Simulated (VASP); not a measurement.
# GaSb (F-43m) in VASP: a series of runs, part 2 of 2

VASP 6.6.1. Earlier steps stand in the parts before.

## (3) Single point, r2SCAN

Input file POSCAR:

```
GaSb
1.0
    0.0000000000      3.0658787986      3.0658787986
    3.0658787986      0.0000000000      3.0658787986
    3.0658787986      3.0658787986      0.0000000000
Ga Sb
1 1
Direct
    0.0000000000      0.0000000000      0.0000000000
    0.2500000000      0.2500000000      0.2500000000
```

Input file INCAR.step1:

```
PREC     = Accurate       # precision mode
ENCUT    = 520            # plane-wave cutoff, eV
ISMEAR   = -1             # smearing method
SIGMA    = 0.02           # smearing width, eV
LREAL    = F              # projectors in reciprocal space
LASPH    = T              # aspherical terms in the spheres
NELM     = 80             # most SCF steps
NBANDS   = 16             # bands
GGA      = PE             # functional
ALGO     = Normal         # electronic algorithm
EDIFF    = 1E-4           # SCF threshold, eV
LWAVE    = T              # write WAVECAR
LCHARG   = F              # write CHGCAR
```

Input file INCAR.step2:

```
PREC     = Accurate       # precision mode
ENCUT    = 520            # plane-wave cutoff, eV
EDIFF    = 1E-6           # SCF threshold, eV
ISMEAR   = -1             # smearing method
SIGMA    = 0.02           # smearing width, eV
LREAL    = F              # projectors in reciprocal space
LASPH    = T              # aspherical terms in the spheres
NELM     = 80             # most SCF steps
ALGO     = Normal         # electronic algorithm
ISIF     = 2              # what is computed and relaxed
LWAVE    = F              # write WAVECAR
LCHARG   = F              # write CHGCAR
METAGGA  = R2SCAN         # meta-GGA
LMIXTAU  = T            
NBANDS   = 16             # bands
ISTART   = 1
```

Input file KPOINTS:

```
Automatic mesh
0
Gamma
  6 6 6
```

Potentials or basis: VASP PAW PBE potentials, release 64 (Ga_d, Sb).

The run is started by

```bash
$ cat potpaw_PBE.64/Ga_d/POTCAR potpaw_PBE.64/Sb/POTCAR > POTCAR
$ cp INCAR.step1 INCAR
$ mpirun -np 1 vasp_std > vasp.out
$ cp INCAR.step2 INCAR
$ mpirun -np 1 vasp_std > vasp.out
```

OUTCAR:

```text
PREC = Accurate
   ENCUT = 520
   EDIFF = 1E-6
   ISMEAR = -1
   LREAL = F
   LASPH = T
   NELM = 80
   ISIF = 2
   METAGGA = R2SCAN
   ISTART = 1

 ion  position               nearest neighbor table
   1  0.000  0.000  0.000-   2 2.66   2 2.66   2 2.66   2 2.66
   2  0.250  0.250  0.250-   1 2.66   1 2.66   1 2.66   1 2.66

  LATTYP: Found a face centered cubic cell.
 ALAT       =     6.1317575972

  Lattice vectors:

 A1 = (   0.0000000000,   3.0658787986,   3.0658787986)
 A2 = (   3.0658787986,   0.0000000000,   3.0658787986)
 A3 = (   3.0658787986,   3.0658787986,   0.0000000000)

Analysis of symmetry for initial positions (statically):
=====================================================================
 Subroutine PRICEL returns:
 Original cell was already a primitive cell.

 Routine SETGRP: Setting up the symmetry group for a
 face centered cubic supercell.

 Subroutine GETGRP returns: Found 24 space group operations
 (whereof 24 operations were pure point group operations)
 out of a pool of 48 trial point group operations.

The static configuration has the point symmetry T_d .

Analysis of symmetry for dynamics (positions and initial velocities):
=====================================================================
 Subroutine PRICEL returns:
 Original cell was already a primitive cell.

 Routine SETGRP: Setting up the symmetry group for a
 face centered cubic supercell.

 Subroutine GETGRP returns: Found 24 space group operations
 (whereof 24 operations were pure point group operations)
 out of a pool of 48 trial point group operations.

The dynamic configuration has the point symmetry T_d .

 Subroutine INISYM returns: Found 24 space group operations
 (whereof 24 operations are pure point group operations),
 and found     1 'primitive' translations

----------------------------------------------------------------------------------------

                                     Primitive cell

  volume of cell :      57.6361

  direct lattice vectors                    reciprocal lattice vectors
     0.000000000  3.065878799  3.065878799    -0.163085377  0.163085377  0.163085377
     3.065878799  0.000000000  3.065878799     0.163085377 -0.163085377  0.163085377
     3.065878799  3.065878799  0.000000000     0.163085377  0.163085377 -0.163085377

  length of vectors
     4.335807378  4.335807378  4.335807378     0.282472159  0.282472159  0.282472159

  position of ions in fractional coordinates (direct lattice)
     0.000000000  0.000000000  0.000000000
     0.250000000  0.250000000  0.250000000

  ion indices of the primitive-cell ions
   primitive index   ion index
                 1           1
                 2           2

----------------------------------------------------------------------------------------

 KPOINTS: Automatic mesh

Automatic generation of k-mesh.
 Grid dimensions read from file:
 generate k-points for:    6    6    6

 Generating k-lattice:

  Cartesian coordinates                     Fractional coordinates (reciprocal lattice)
    -0.027180896  0.027180896  0.027180896     0.166666667  0.000000000  0.000000000
     0.027180896 -0.027180896  0.027180896     0.000000000  0.166666667  0.000000000
     0.027180896  0.027180896 -0.027180896     0.000000000  0.000000000  0.166666667

  Length of vectors
     0.047078693  0.047078693  0.047078693

  Shift w.r.t. Gamma in fractional coordinates (k-lattice)
     0.000000000  0.000000000  0.000000000

 Subroutine IBZKPT returns following result:
 ===========================================

 Found     16 irreducible k-points:

 Following reciprocal coordinates:
            Coordinates               Weight
  0.000000  0.000000  0.000000      1.000000
  0.166667  0.000000  0.000000      8.000000
  0.333333  0.000000  0.000000      8.000000
  0.500000  0.000000  0.000000      4.000000
  0.166667  0.166667  0.000000      6.000000
  0.333333  0.166667  0.000000     24.000000
[... 8 lines left out ...]
 -0.333333  0.333333  0.166667     24.000000
 -0.333333  0.500000  0.166667     12.000000
   k-points           NKPTS =     16   k-points in BZ     NKDIM =     16   number of bands    NBANDS=     16
   number of dos      NEDOS =    301   number of ions     NIONS =      2
   total plane-waves  NPLWV =  32768
   dimension x,y,z NGX =    32 NGY =   32 NGZ =   32
   dimension x,y,z NGXF=    64 NGYF=   64 NGZF=   64
   ions per type =               1   1
   NGX,Y,Z   is equivalent  to a cutoff of  12.27, 12.27, 12.27 a.u.
   NGXF,Y,Z  is equivalent  to a cutoff of  24.54, 24.54, 24.54 a.u.
 SYSTEM =  unknown system
   PREC   = accura    normal or accurate (medium, high low for compatibility)
   ISTART =      1    job   : 0-new  1-cont  2-samecut
   ICHARG =      0    charge: 1-file 2-atom 10-const
   ISPIN  =      1    spin polarized calculation?
   LNONCOLLINEAR =      F non collinear calculations
   LSORBIT =      F    spin-orbit coupling
   LASPH  =      T    aspherical Exc in radial PAW
   ENCUT  =  520.0 eV  38.22 Ry    6.18 a.u.   8.06  8.06  8.06*2*pi/ulx,y,z
   NELM   =     80;   NELMIN=  2; NELMDL=  0     # of ELM steps
   EDIFF  = 0.1E-05   stopping-criterion for ELM
   LREAL  =      F    real-space projection
   EDIFFG = 0.1E-04   stopping-criterion for IOM
   NSW    =      0    number of steps for IOM
   IBRION =     -1    ionic relax: 0-MD 1-quasi-New 2-CG
   NFREE  =      0    steps in history (QN), initial steepest desc. (CG)
   ISIF   =      2    stress and relaxation
   ISYM   =      2    0-nonsym 1-usesym 2-fastsym
   POTIM  = 0.5000    time-step for ionic-motion
   TEBEG  =    0.0;   TEEND  =   0.0 temperature during run
   PSTRESS=    0.0 pullay stress
   NELECT =      18.0000    total number of electrons
   NUPDOWN=      -1.0000    fix difference up-down
   EMIN   =  10.00;   EMAX   =-10.00  energy-range for DOS
   EFERMI =   0.00;   METHOD = LEGACY
   ISMEAR =    -1;   SIGMA  =   0.02  broadening in eV -4-tet -1-fermi 0-gaus
   EFERMI_NEDOS =   21; number of points for ismear=-14 and -15
   IALGO  =     38    algorithm
   IMIX   =      4    mixing-type and parameters
     AMIX     =   0.40;   BMIX     =  1.00
     AMIX_MAG =   1.60;   BMIX_MAG =  1.00
  volume/ion in A,a.u.               =      28.82       194.47
  Fermi-wavevector in a.u.,A,eV,Ry     =   1.110710  2.098938 16.785191  1.233677
  Thomas-Fermi vector in A             =   2.247265
   LORBIT       =      0    0 simple, 1 ext, 2 COOP (PROOUT), +10 PAW based schemes
   METAGGA = R2SCAN    functional components
   LHFCALC =     F    Hartree Fock is set to
   AEXX    =    0.0000 exact exchange contribution
   IVDW    =     0    specifies the selected vdW correction
   LEPSILON=     F    determine dielectric tensor
   LRPA    =     F    only Hartree local field effects (RPA)
 non-spin polarized calculation
  energy-cutoff  :      520.00
  volume of cell :       57.64
 maximum number of plane-waves:      1572
   NGX = 17   NGY = 17   NGZ = 17

 number of electron      17.9999989 magnetization

 Free energy of the ion-electron system (eV)
  ---------------------------------------------------
  ext. energy  EPLUGINS =         0.00000000
  ---------------------------------------------------
  free energy    TOTEN  =       -37.57901180 eV

  energy without entropy =      -37.57901146  energy(sigma->0) =      -37.57901163

 E-fermi :   4.8314     XC(G=0):  -9.6868

 val. band max:        4.6215005845   @ k =   0.0000   0.0000   0.0000
 cond. band min:       5.0192919708   @ k =   0.0000   0.0000   0.0000
 fundamental gap:      0.3977913864
 Fermi energy:         4.8313765831

 k-point     1 :       0.0000    0.0000    0.0000
  band No.  band energies     occupation
      1     -10.8720      2.00000
      2     -10.8720      2.00000
      3     -10.8720      2.00000
      4     -10.8162      2.00000
      5     -10.8162      2.00000
      6      -7.2609      2.00000
[... 8 lines left out ...]
     15      13.6258      0.00000
     16      13.6258      0.00000
[... 267 lines left out ...]
 k-point    16 :      -0.3333    0.5000    0.1667
  band No.  band energies     occupation
      1     -10.9143      2.00000
      2     -10.8518      2.00000
      3     -10.8471      2.00000
      4     -10.8244      2.00000
      5     -10.8142      2.00000
      6      -4.6425      2.00000
[... 8 lines left out ...]
     15      15.1631      0.00000
     16      16.5820      0.00000

------------------------ aborting loop because EDIFF is reached ----------------------------------------

  FORCE on cell =-STRESS in cart. coord.  units (eV):
  Direction    XX          YY          ZZ          XY          YZ          ZX
  --------------------------------------------------------------------------------------
  -------------------------------------------------------------------------------------
  Total        0.0297140      0.0297140      0.0297140      0.0000000      0.0000000     -0.0000000
  in kB        0.8259924      0.8259924      0.8259924      0.0000000      0.0000000     -0.0000000
  external PRESSURE =       0.8259924 kB  Pullay stress =       0.0000000 kB

 VOLUME and BASIS-vectors are now :
 -----------------------------------------------------------------------------
  energy-cutoff  :      520.00
  volume of cell :       57.64
      direct lattice vectors                 reciprocal lattice vectors
     0.000000000  3.065878799  3.065878799    -0.163085377  0.163085377  0.163085377
     3.065878799  0.000000000  3.065878799     0.163085377 -0.163085377  0.163085377
     3.065878799  3.065878799  0.000000000     0.163085377  0.163085377 -0.163085377

 POSITION                                       TOTAL-FORCE (eV/Angst)
 -----------------------------------------------------------------------------------
      0.00000      0.00000      0.00000         0.000000     -0.000000     -0.000000
      1.53294      1.53294      1.53294        -0.000000      0.000000      0.000000
 -----------------------------------------------------------------------------------
    total drift:                               -0.000002     -0.000002     -0.000002

  FREE ENERGIE OF THE ION-ELECTRON SYSTEM (eV)
  ---------------------------------------------------
  free  energy   TOTEN  =       -37.5790117975 eV

  energy  without entropy=      -37.5790114607  energy(sigma->0) =      -37.57901163
```

Run time: 29 s. Hardware: 1 thread of Intel Xeon Platinum 8375C at 2.90GHz (Ice Lake), shared host; peak memory 0.19 GiB.

What came out:

| Property | Result |
| --- | --- |
| Free energy | -37.5790 eV |
| Pressure | 0.1 GPa |
| Band gap on the k mesh | 0.40 eV, direct |

Caveat: the PAW data sets were made with another functional, which shifts forces and pressure a little; spin-orbit coupling is left out, which moves the levels of the heavy elements.

## (4) Single point, r2SCAN+D4

POSCAR is that of step 3.

Input file INCAR.step1:

```
SYSTEM = GaSb
  PREC = Accurate
  ENCUT = 520
  ISMEAR = -1
  SIGMA = 0.02
  LREAL = .False.
  LASPH = .True.
  NELM = 80
  NBANDS = 16
  GGA = PE
  ALGO = Normal
  EDIFF = 1E-4
  LWAVE = .True.
  LCHARG = .False.
```

Input file INCAR.step2:

```
SYSTEM = GaSb
  PREC = Accurate
  ENCUT = 520
  EDIFF = 1E-6
  ISMEAR = -1
  SIGMA = 0.02
  LREAL = .False.
  LASPH = .True.
  NELM = 80
  ALGO = Normal
  ISIF = 2
  LWAVE = .False.
  LCHARG = .False.
  METAGGA = R2SCAN
  LMIXTAU = .True.
  IVDW = 13
  VDW_S6 = 1.0
  VDW_S8 = 0.6018749
  VDW_A1 = 0.51559235
  VDW_A2 = 5.77342911
  NBANDS = 16
  ISTART = 1
```

Input file KPOINTS:

```
Automatic mesh
0
Gamma
  6 6 6
  0 0 0
```

Potentials or basis: VASP PAW PBE potentials, release 64 (Ga_d, Sb).

The run is started by

```bash
$ cat potpaw_PBE.64/Ga_d/POTCAR potpaw_PBE.64/Sb/POTCAR > POTCAR
$ cp INCAR.step1 INCAR
$ mpirun -np 1 vasp_std > vasp.out
$ cp INCAR.step2 INCAR
$ mpirun -np 1 vasp_std > vasp.out
```

OUTCAR:

```text
SYSTEM = GaSb
   PREC = Accurate
   ENCUT = 520
   EDIFF = 1E-6
   ISMEAR = -1
   LREAL = .False.
   LASPH = .True.
   NELM = 80
   ISIF = 2
   METAGGA = R2SCAN
   IVDW = 13
   ISTART = 1

 ion  position               nearest neighbor table
   1  0.000  0.000  0.000-   2 2.66   2 2.66   2 2.66   2 2.66
   2  0.250  0.250  0.250-   1 2.66   1 2.66   1 2.66   1 2.66

  LATTYP: Found a face centered cubic cell.
 ALAT       =     6.1317575972

  Lattice vectors:

 A1 = (   0.0000000000,   3.0658787986,   3.0658787986)
 A2 = (   3.0658787986,   0.0000000000,   3.0658787986)
 A3 = (   3.0658787986,   3.0658787986,   0.0000000000)

Analysis of symmetry for initial positions (statically):
=====================================================================
 Subroutine PRICEL returns:
 Original cell was already a primitive cell.

 Routine SETGRP: Setting up the symmetry group for a
 face centered cubic supercell.

 Subroutine GETGRP returns: Found 24 space group operations
 (whereof 24 operations were pure point group operations)
 out of a pool of 48 trial point group operations.

[... 150 lines left out ...]
  energy without entropy =      -37.57901146  energy(sigma->0) =      -37.57901163

 E-fermi :   4.8314     XC(G=0):  -9.6868

 val. band max:        4.6215005845   @ k =   0.0000   0.0000   0.0000
 cond. band min:       5.0192919708   @ k =   0.0000   0.0000   0.0000
 fundamental gap:      0.3977913864
 Fermi energy:         4.8313765831

 k-point     1 :       0.0000    0.0000    0.0000
  band No.  band energies     occupation
      1     -10.8720      2.00000
      2     -10.8720      2.00000
      3     -10.8720      2.00000
      4     -10.8162      2.00000
      5     -10.8162      2.00000
      6      -7.2609      2.00000
[... 281 lines left out ...]
      3     -10.8471      2.00000
      4     -10.8244      2.00000
      5     -10.8142      2.00000
      6      -4.6425      2.00000
[... 8 lines left out ...]
     15      15.1631      0.00000
     16      16.5820      0.00000

------------------------ aborting loop because EDIFF is reached ----------------------------------------

  DFT-D4 for vdW energy calculation

  Edisp (eV):   -0.28220

  FORCE on cell =-STRESS in cart. coord.  units (eV):
  Direction    XX          YY          ZZ          XY          YZ          ZX
  --------------------------------------------------------------------------------------
  -------------------------------------------------------------------------------------
  Total      -0.22600    -0.22600    -0.22600    -0.00000     0.00000    -0.00000
  in kB      -6.28249    -6.28249    -6.28249    -0.00000     0.00000    -0.00000
  external pressure =       -6.28 kB  Pullay stress =        0.00 kB

 VOLUME and BASIS-vectors are now :
 -----------------------------------------------------------------------------
  energy-cutoff  :      520.00
  volume of cell :       57.64
      direct lattice vectors                 reciprocal lattice vectors
     0.000000000  3.065878799  3.065878799    -0.163085377  0.163085377  0.163085377
     3.065878799  0.000000000  3.065878799     0.163085377 -0.163085377  0.163085377
     3.065878799  3.065878799  0.000000000     0.163085377  0.163085377 -0.163085377

 POSITION                                       TOTAL-FORCE (eV/Angst)
 -----------------------------------------------------------------------------------
      0.00000      0.00000      0.00000         0.000000      0.000000      0.000000
      1.53294      1.53294      1.53294        -0.000000     -0.000000     -0.000000
 -----------------------------------------------------------------------------------
    total drift:                               -0.000002     -0.000002     -0.000002

  FREE ENERGIE OF THE ION-ELECTRON SYSTEM (eV)
  ---------------------------------------------------
  free  energy   TOTEN  =       -37.8612128999 eV

  energy  without entropy=      -37.8612125631  energy(sigma->0) =      -37.86121273
```

OUTCAR.step1:

```text
SYSTEM = GaSb
   PREC = Accurate
   ENCUT = 520
   ISMEAR = -1
   LREAL = .False.
   LASPH = .True.
[... 513 lines left out ...]
      0.00000      0.00000      0.00000        -0.000000     -0.000000     -0.000000
      1.53294      1.53294      1.53294         0.000000      0.000000      0.000000
 -----------------------------------------------------------------------------------
    total drift:                                0.000002      0.000002      0.000002

  FREE ENERGIE OF THE ION-ELECTRON SYSTEM (eV)
  ---------------------------------------------------
  free  energy   TOTEN  =        -7.3267667533 eV

  energy  without entropy=       -7.3263552652  energy(sigma->0) =       -7.32656101
```

OSZICAR.step1:

```text
N       E                     dE             d eps       ncg     rms          rms(c)
DAV:   1     0.806880197461E+02    0.80688E+02   -0.85738E+03   520   0.137E+03
DAV:   2    -0.116656083436E+01   -0.81855E+02   -0.78772E+02   632   0.294E+02
DAV:   3    -0.728067629098E+01   -0.61141E+01   -0.61034E+01   584   0.649E+01
DAV:   4    -0.737998232802E+01   -0.99306E-01   -0.99296E-01   688   0.918E+00
DAV:   5    -0.738233311711E+01   -0.23508E-02   -0.23508E-02   632   0.122E+00    0.318E+00
DAV:   6    -0.733816033853E+01    0.44173E-01   -0.64079E-02   776   0.391E+00    0.190E+00
DAV:   7    -0.732513949666E+01    0.13021E-01   -0.38388E-02   592   0.154E+00    0.360E-01
DAV:   8    -0.732621862618E+01   -0.10791E-02   -0.44026E-03   680   0.732E-01    0.848E-02
DAV:   9    -0.732673320128E+01   -0.51458E-03   -0.69536E-04   576   0.201E-01    0.323E-02
DAV:  10    -0.732676675329E+01   -0.33552E-04   -0.36848E-05   528   0.395E-02
   1 F= -.73267668E+01 E0= -.73265610E+01  d E =-.411488E-03
```

Wall time 27 s (1 thread of Intel Xeon Platinum 8375C at 2.90GHz (Ice Lake), shared host); peak memory 0.19 GiB.

What came out:

| Property | Result |
| --- | --- |
| Free energy | -37.8612 eV |
| Pressure | -0.6 GPa |
| Band gap on the k mesh | 0.40 eV, direct |
| Dispersion energy per atom | -0.141 eV |

Caveat: the PAW data sets were made with another functional, which shifts forces and pressure a little; spin-orbit coupling is left out, which moves the levels of the heavy elements. A k mesh can miss the band edges.

## (5) Summary

```csv
level,k mesh,gap on the mesh (eV),pressure (GPa)
r2SCAN,3 × 3 × 3,0.40,1.1
r2SCAN,6 × 6 × 6,0.40,0.1
r2SCAN+D4,6 × 6 × 6,0.40,-0.6
```

Alike in all rows: task single point; potentials or basis VASP PAW PBE potentials, release 64 (Ga_d, Sb); no spin polarisation; cell as given; cutoff (eV) 520; smearing fermi-dirac 0.02 eV.

Caveats: some runs use coarse meshes; the PAW data sets were made with another functional, which shifts forces and pressure a little; spin-orbit coupling is left out, which moves the levels of the heavy elements.

Total energies depend on the potentials used, so only differences within one code and one set of settings carry meaning.
